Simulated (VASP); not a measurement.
# GaSb (F-43m) in VASP: notebook

GaSb is run at these levels: PBE; tasks: single point.

Program: VASP 6.6.1. These are calculated values, not measurements. Logs are shortened: lines on timing, memory, paths and dates and some standing lists are left out, and cuts for length are marked.

**1. The cell of the first run**

The structure is cubic, space group F-43m (No. 216). The conventional cell has a = 6.009 Å, b = 6.009 Å, c = 6.009 Å, α = 90.00°, β = 90.00°, γ = 90.00°. Within 3.4 Å of Ga (site symmetry -43m) lie 4 Sb at 2.60 Å. Sb (site symmetry -43m) has 4 Ga at 2.60 Å within 3.4 Å.

**2. Single point, PBE (strain -2.0%)**

File INCAR:

```
  PREC = Accurate
  ENCUT = 520
  EDIFF = 1E-6
  ISMEAR = -1
  SIGMA = 0.02
  LREAL = False
  LASPH = True
  NELM = 80
  ALGO = Normal
  ISIF = 2
  LWAVE = False
  LCHARG = False
  GGA = PE
  NBANDS = 16
```

File KPOINTS:

```
Automatic mesh
0
Gamma
  8 8 8
```

File POSCAR:

```
GaSb
1.0
    0.0000000000      3.0045612220      3.0045612220
    3.0045612220      0.0000000000      3.0045612220
    3.0045612220      3.0045612220      0.0000000000
Ga Sb
1 1
Direct
    0.0000000000      0.0000000000      0.0000000000
    0.2500000000      0.2500000000      0.2500000000
```

Potentials or basis: VASP PAW PBE potentials, release 64 (Ga_d, Sb).

On the command line:

```bash
> cat potpaw_PBE.64/Ga_d/POTCAR potpaw_PBE.64/Sb/POTCAR > POTCAR
> mpirun -np 1 vasp_std > vasp.out
```

OUTCAR:

```text
PREC = Accurate
   ENCUT = 520
   EDIFF = 1E-6
   ISMEAR = -1
   LREAL = False
   LASPH = True
   NELM = 80
   ISIF = 2
   GGA = PE

 ion  position               nearest neighbor table
   1  0.000  0.000  0.000-   2 2.60   2 2.60   2 2.60   2 2.60
   2  0.250  0.250  0.250-   1 2.60   1 2.60   1 2.60   1 2.60

  LATTYP: Found a face centered cubic cell.
 ALAT       =     6.0091224440

  Lattice vectors:

 A1 = (   0.0000000000,   3.0045612220,   3.0045612220)
 A2 = (   3.0045612220,   0.0000000000,   3.0045612220)
 A3 = (   3.0045612220,   3.0045612220,   0.0000000000)

Analysis of symmetry for initial positions (statically):
=====================================================================
 Subroutine PRICEL returns:
 Original cell was already a primitive cell.

 Routine SETGRP: Setting up the symmetry group for a
 face centered cubic supercell.

 Subroutine GETGRP returns: Found 24 space group operations
 (whereof 24 operations were pure point group operations)
 out of a pool of 48 trial point group operations.

The static configuration has the point symmetry T_d .

Analysis of symmetry for dynamics (positions and initial velocities):
=====================================================================
 Subroutine PRICEL returns:
 Original cell was already a primitive cell.

 Routine SETGRP: Setting up the symmetry group for a
 face centered cubic supercell.

 Subroutine GETGRP returns: Found 24 space group operations
 (whereof 24 operations were pure point group operations)
 out of a pool of 48 trial point group operations.

The dynamic configuration has the point symmetry T_d .

 Subroutine INISYM returns: Found 24 space group operations
 (whereof 24 operations are pure point group operations),
 and found     1 'primitive' translations

----------------------------------------------------------------------------------------

                                     Primitive cell

  volume of cell :      54.2467

  direct lattice vectors                    reciprocal lattice vectors
     0.000000000  3.004561222  3.004561222    -0.166413650  0.166413650  0.166413650
     3.004561222  0.000000000  3.004561222     0.166413650 -0.166413650  0.166413650
     3.004561222  3.004561222  0.000000000     0.166413650  0.166413650 -0.166413650

  length of vectors
     4.249091229  4.249091229  4.249091229     0.288236897  0.288236897  0.288236897

  position of ions in fractional coordinates (direct lattice)
     0.000000000  0.000000000  0.000000000
     0.250000000  0.250000000  0.250000000

  ion indices of the primitive-cell ions
   primitive index   ion index
                 1           1
                 2           2

----------------------------------------------------------------------------------------

 KPOINTS: Automatic mesh

Automatic generation of k-mesh.
 Grid dimensions read from file:
 generate k-points for:    8    8    8

 Generating k-lattice:

  Cartesian coordinates                     Fractional coordinates (reciprocal lattice)
    -0.020801706  0.020801706  0.020801706     0.125000000  0.000000000  0.000000000
     0.020801706 -0.020801706  0.020801706     0.000000000  0.125000000  0.000000000
     0.020801706  0.020801706 -0.020801706     0.000000000  0.000000000  0.125000000

  Length of vectors
     0.036029612  0.036029612  0.036029612

  Shift w.r.t. Gamma in fractional coordinates (k-lattice)
     0.000000000  0.000000000  0.000000000

 Subroutine IBZKPT returns following result:
 ===========================================

 Found     29 irreducible k-points:

 Following reciprocal coordinates:
            Coordinates               Weight
  0.000000  0.000000  0.000000      1.000000
  0.125000  0.000000  0.000000      8.000000
  0.250000  0.000000  0.000000      8.000000
  0.375000  0.000000  0.000000      8.000000
  0.500000  0.000000  0.000000      4.000000
  0.125000  0.125000  0.000000      6.000000
[... 16 lines left out ...]
  0.500000  0.250000  0.125000     48.000000
 -0.375000  0.250000  0.125000     24.000000
 [... further k-points ...]
   k-points           NKPTS =     29   k-points in BZ     NKDIM =     29   number of bands    NBANDS=     16
   number of dos      NEDOS =    301   number of ions     NIONS =      2
   total plane-waves  NPLWV =  32768
   dimension x,y,z NGX =    32 NGY =   32 NGZ =   32
   dimension x,y,z NGXF=    64 NGYF=   64 NGZF=   64
   ions per type =               1   1
   NGX,Y,Z   is equivalent  to a cutoff of  12.52, 12.52, 12.52 a.u.
   NGXF,Y,Z  is equivalent  to a cutoff of  25.04, 25.04, 25.04 a.u.
 SYSTEM =  unknown system
   PREC   = accura    normal or accurate (medium, high low for compatibility)
   ISTART =      0    job   : 0-new  1-cont  2-samecut
   ICHARG =      2    charge: 1-file 2-atom 10-const
   ISPIN  =      1    spin polarized calculation?
   LNONCOLLINEAR =      F non collinear calculations
   LSORBIT =      F    spin-orbit coupling
   LASPH  =      T    aspherical Exc in radial PAW
   ENCUT  =  520.0 eV  38.22 Ry    6.18 a.u.   7.90  7.90  7.90*2*pi/ulx,y,z
   NELM   =     80;   NELMIN=  2; NELMDL= -5     # of ELM steps
   EDIFF  = 0.1E-05   stopping-criterion for ELM
   LREAL  =      F    real-space projection
   EDIFFG = 0.1E-04   stopping-criterion for IOM
   NSW    =      0    number of steps for IOM
   IBRION =     -1    ionic relax: 0-MD 1-quasi-New 2-CG
   NFREE  =      0    steps in history (QN), initial steepest desc. (CG)
   ISIF   =      2    stress and relaxation
   ISYM   =      2    0-nonsym 1-usesym 2-fastsym
   POTIM  = 0.5000    time-step for ionic-motion
   TEBEG  =    0.0;   TEEND  =   0.0 temperature during run
   PSTRESS=    0.0 pullay stress
   NELECT =      18.0000    total number of electrons
   NUPDOWN=      -1.0000    fix difference up-down
   EMIN   =  10.00;   EMAX   =-10.00  energy-range for DOS
   EFERMI =   0.00;   METHOD = LEGACY
   ISMEAR =    -1;   SIGMA  =   0.02  broadening in eV -4-tet -1-fermi 0-gaus
   EFERMI_NEDOS =   21; number of points for ismear=-14 and -15
   IALGO  =     38    algorithm
   IMIX   =      4    mixing-type and parameters
     AMIX     =   0.40;   BMIX     =  1.00
     AMIX_MAG =   1.60;   BMIX_MAG =  1.00
  volume/ion in A,a.u.               =      27.12       183.04
  Fermi-wavevector in a.u.,A,eV,Ry     =   1.133378  2.141773 17.477292  1.284545
  Thomas-Fermi vector in A             =   2.270080
   LORBIT       =      0    0 simple, 1 ext, 2 COOP (PROOUT), +10 PAW based schemes
   GGA     = PE    functional components
   LHFCALC =     F    Hartree Fock is set to
   AEXX    =    0.0000 exact exchange contribution
   IVDW    =     0    specifies the selected vdW correction
   LEPSILON=     F    determine dielectric tensor
   LRPA    =     F    only Hartree local field effects (RPA)
 non-spin polarized calculation
  energy-cutoff  :      520.00
  volume of cell :       54.25
 maximum number of plane-waves:      1476
   NGX = 15   NGY = 15   NGZ = 15

 number of electron      18.0000003 magnetization

 Free energy of the ion-electron system (eV)
  ---------------------------------------------------
  ext. energy  EPLUGINS =         0.00000000
  ---------------------------------------------------
  free energy    TOTEN  =        -7.27100305 eV

  energy without entropy =       -7.27100297  energy(sigma->0) =       -7.27100301

 E-fermi :   5.6642     XC(G=0):  -9.3261

 val. band max:        5.4396365798   @ k =   0.0000   0.0000   0.0000
 cond. band min:       5.8677327182   @ k =   0.0000   0.0000   0.0000
 fundamental gap:      0.4280961385
 Fermi energy:         5.6642289971

 k-point     1 :       0.0000    0.0000    0.0000
  band No.  band energies     occupation
      1      -9.7132      2.00000
      2      -9.7132      2.00000
      3      -9.7132      2.00000
      4      -9.6546      2.00000
      5      -9.6546      2.00000
      6      -6.4256      2.00000
[... 8 lines left out ...]
     15      14.1331      0.00000
     16      14.1331      0.00000

 k-point     2 :       0.1250    0.0000    0.0000
  band No.  band energies     occupation
      1      -9.7184      2.00000
      2      -9.7110      2.00000
      3      -9.7110      2.00000
      4      -9.6549      2.00000
      5      -9.6549      2.00000
      6      -6.2546      2.00000
[... 8 lines left out ...]
     15      13.2752      0.00000
     16      13.2752      0.00000

 k-point     3 :       0.2500    0.0000    0.0000
  band No.  band energies     occupation
      1      -9.7309      2.00000
      2      -9.7061      2.00000
      3      -9.7061      2.00000
      4      -9.6552      2.00000
      5      -9.6552      2.00000
      6      -5.7658      2.00000
[... 8 lines left out ...]
     15      13.0620      0.00000
     16      13.0620      0.00000

 k-point     4 :       0.3750    0.0000    0.0000
  band No.  band energies     occupation
      1      -9.7429      2.00000
      2      -9.7018      2.00000
      3      -9.7018      2.00000
      4      -9.6548      2.00000
      5      -9.6548      2.00000
      6      -5.0790      2.00000
[... 8 lines left out ...]
     15      14.0842      0.00000
     16      14.0842      0.00000

 k-point     5 :       0.5000    0.0000    0.0000
  band No.  band energies     occupation
      1      -9.7478      2.00000
      2      -9.7003      2.00000
      3      -9.7003      2.00000
      4      -9.6544      2.00000
      5      -9.6544      2.00000
      6      -4.6586      2.00000
[... 8 lines left out ...]
     15      15.5154      0.00000
     16      15.5154      0.00000

 k-point     6 :       0.1250    0.1250    0.0000
  band No.  band energies     occupation
      1      -9.7224      2.00000
      2      -9.7089      2.00000
      3      -9.7089      2.00000
      4      -9.6563      2.00000
      5      -9.6539      2.00000
      6      -6.1970      2.00000
[... 8 lines left out ...]
     15      12.4450      0.00000
     16      14.3369      0.00000

 k-point     7 :       0.2500    0.1250    0.0000
  band No.  band energies     occupation
      1      -9.7327      2.00000
      2      -9.7048      2.00000
      3      -9.7039      2.00000
      4      -9.6579      2.00000
      5      -9.6535      2.00000
      6      -5.8107      2.00000
[... 8 lines left out ...]
     15      13.5980      0.00000
     16      14.0922      0.00000

 k-point     8 :       0.3750    0.1250    0.0000
  band No.  band energies     occupation
      1      -9.7435      2.00000
      2      -9.7010      2.00000
      3      -9.6993      2.00000
      4      -9.6581      2.00000
      5      -9.6534      2.00000
      6      -5.1700      2.00000
[... 8 lines left out ...]
     15      14.1271      0.00000
     16      14.7895      0.00000

 k-point     9 :       0.5000    0.1250    0.0000
  band No.  band energies     occupation
      1      -9.7496      2.00000
      2      -9.6989      2.00000
      3      -9.6975      2.00000
      4      -9.6566      2.00000
      5      -9.6540      2.00000
      6      -4.5796      2.00000
[... 8 lines left out ...]
     15      15.3835      0.00000
     16      15.5312      0.00000
[... 172 lines left out ...]
 k-point    19 :       0.5000    0.3750    0.0000
  band No.  band energies     occupation
      1      -9.7643      2.00000
      2      -9.6866      2.00000
      3      -9.6854      2.00000
      4      -9.6674      2.00000
      5      -9.6509      2.00000
      6      -3.9745      2.00000
[... 8 lines left out ...]
     15      16.1128      0.00000
     16      16.6139      0.00000

 k-point    20 :      -0.3750    0.3750    0.0000
  band No.  band energies     occupation
      1      -9.7610      2.00000
      2      -9.6903      2.00000
      3      -9.6873      2.00000
      4      -9.6637      2.00000
      5      -9.6530      2.00000
      6      -3.8175      2.00000
[... 8 lines left out ...]
     15      14.3536      0.00000
     16      18.0183      0.00000

 k-point    21 :       0.5000    0.5000    0.0000
  band No.  band energies     occupation
      1      -9.7680      2.00000
      2      -9.6832      2.00000
      3      -9.6832      2.00000
      4      -9.6699      2.00000
      5      -9.6499      2.00000
      6      -3.7462      2.00000
[... 8 lines left out ...]
     15      16.6795      0.00000
     16      16.9475      0.00000

 k-point    22 :       0.3750    0.2500    0.1250
  band No.  band energies     occupation
      1      -9.7427      2.00000
      2      -9.7003      2.00000
      3      -9.6986      2.00000
      4      -9.6596      2.00000
      5      -9.6531      2.00000
      6      -5.3389      2.00000
[... 8 lines left out ...]
     15      14.6878      0.00000
     16      14.9339      0.00000

 k-point    23 :       0.5000    0.2500    0.1250
  band No.  band energies     occupation
      1      -9.7506      2.00000
      2      -9.6973      2.00000
      3      -9.6945      2.00000
      4      -9.6595      2.00000
      5      -9.6537      2.00000
      6      -4.6781      2.00000
[... 8 lines left out ...]
     15      14.3764      0.00000
     16      15.7760      0.00000

 k-point    24 :      -0.3750    0.2500    0.1250
  band No.  band energies     occupation
      1      -9.7536      2.00000
      2      -9.6965      2.00000
      3      -9.6929      2.00000
      4      -9.6585      2.00000
      5      -9.6546      2.00000
      6      -4.2746      2.00000
[... 8 lines left out ...]
     15      15.1876      0.00000
     16      15.8397      0.00000

 [... further k-points ...]
[... 5 lines left out ...]
  --------------------------------------------------------------------------------------
  -------------------------------------------------------------------------------------
  Total        1.9543420      1.9543420      1.9543420      0.0000000      0.0000000      0.0000000
  in kB       57.7215501     57.7215501     57.7215501      0.0000000      0.0000000      0.0000000
  external PRESSURE =      57.7215501 kB  Pullay stress =       0.0000000 kB

 VOLUME and BASIS-vectors are now :
 -----------------------------------------------------------------------------
  energy-cutoff  :      520.00
  volume of cell :       54.25
      direct lattice vectors                 reciprocal lattice vectors
     0.000000000  3.004561222  3.004561222    -0.166413650  0.166413650  0.166413650
     3.004561222  0.000000000  3.004561222     0.166413650 -0.166413650  0.166413650
     3.004561222  3.004561222  0.000000000     0.166413650  0.166413650 -0.166413650

 POSITION                                       TOTAL-FORCE (eV/Angst)
 -----------------------------------------------------------------------------------
      0.00000      0.00000      0.00000        -0.000000     -0.000000     -0.000000
      1.50228      1.50228      1.50228         0.000000      0.000000      0.000000
 -----------------------------------------------------------------------------------
    total drift:                                0.000002      0.000002      0.000002

  FREE ENERGIE OF THE ION-ELECTRON SYSTEM (eV)
  ---------------------------------------------------
  free  energy   TOTEN  =        -7.2710030470 eV

  energy  without entropy=       -7.2710029736  energy(sigma->0) =       -7.27100301
```

It took 16 s on 1 thread of Intel Xeon 6975P-C, shared host; peak memory 0.18 GiB.

Results:

```
Free energy            : -7.2710 eV
Pressure               : 5.8 GPa
Band gap on the k mesh : 0.43 eV, direct
```

Levels at points of the mesh, in eV from the valence-band top:
```
           k point  band 5  band 6  band 7  band 8  band 9  band 10  band 11  band 12  band 13  band 14
(0.00, 0.00, 0.00)  -15.09  -11.87    0.00    0.00    0.00     0.43     2.76     2.76     2.76     5.85
(0.50, 0.00, 0.00)  -15.09  -10.10   -6.65   -1.24   -1.24     0.52     3.74     3.74     6.42     9.69
(0.50, 0.50, 0.00)  -15.09   -9.19   -7.07   -2.77   -2.77     0.84     1.14     9.04     9.04    10.53
```

Caveat: the cell differs from its parent crystal (strain -2.0%); spin-orbit coupling is left out, which moves the levels of the heavy elements.

**3. Single point, PBE (strain -1.0%)**

File INCAR:

```
PREC = Accurate ; ENCUT = 520
EDIFF = 1E-7 ; ISMEAR = -1
SIGMA = 0.02 ; LREAL = False
LASPH = True ; NELM = 60
ALGO = Normal ; ISIF = 2
LWAVE = False ; LCHARG = True
GGA = PE ; LELF = True
LVHAR = True ; NBANDS = 16
```

KPOINTS is that of step 2.

File POSCAR:

```
GaSb
1.0
    0.0000000000      3.0352200099      3.0352200099
    3.0352200099      0.0000000000      3.0352200099
    3.0352200099      3.0352200099      0.0000000000
Ga Sb
1 1
Direct
    0.0000000000      0.0000000000      0.0000000000
    0.2500000000      0.2500000000      0.2500000000
```

Potentials or basis: VASP PAW PBE potentials, release 64 (Ga_d, Sb).

On the command line:

```bash
> cat potpaw_PBE.64/Ga_d/POTCAR potpaw_PBE.64/Sb/POTCAR > POTCAR
> mpirun -np 1 vasp_std > vasp.out
```

Wall time 18 s (1 thread of Intel Xeon 6975P-C, shared host); peak memory 0.18 GiB.

The run converged. Its results:

| Property | Result |
| --- | --- |
| Free energy | -7.3206 eV |
| Pressure | 3.8 GPa |
| Band gap on the k mesh | 0.20 eV, direct |

Levels at points of the mesh, in eV from the valence-band top:
| k point | band 5 | band 6 | band 7 | band 8 | band 9 | band 10 | band 11 | band 12 | band 13 | band 14 |
| --- | --- | --- | --- | --- | --- | --- | --- | --- | --- | --- |
| (0.00, 0.00, 0.00) | -15.03 | -11.64 | 0.00 | 0.00 | 0.00 | 0.20 | 2.77 | 2.77 | 2.77 | 5.83 |
| (0.50, 0.00, 0.00) | -15.03 | -9.96 | -6.48 | -1.19 | -1.19 | 0.45 | 3.75 | 3.75 | 6.45 | 9.51 |
| (0.50, 0.50, 0.00) | -15.03 | -9.09 | -6.92 | -2.66 | -2.66 | 0.88 | 1.21 | 8.84 | 8.84 | 10.26 |

Caveat: the cell differs from its parent crystal (strain -1.0%); spin-orbit coupling is left out, which moves the levels of the heavy elements.

[end of part 1 of 2]
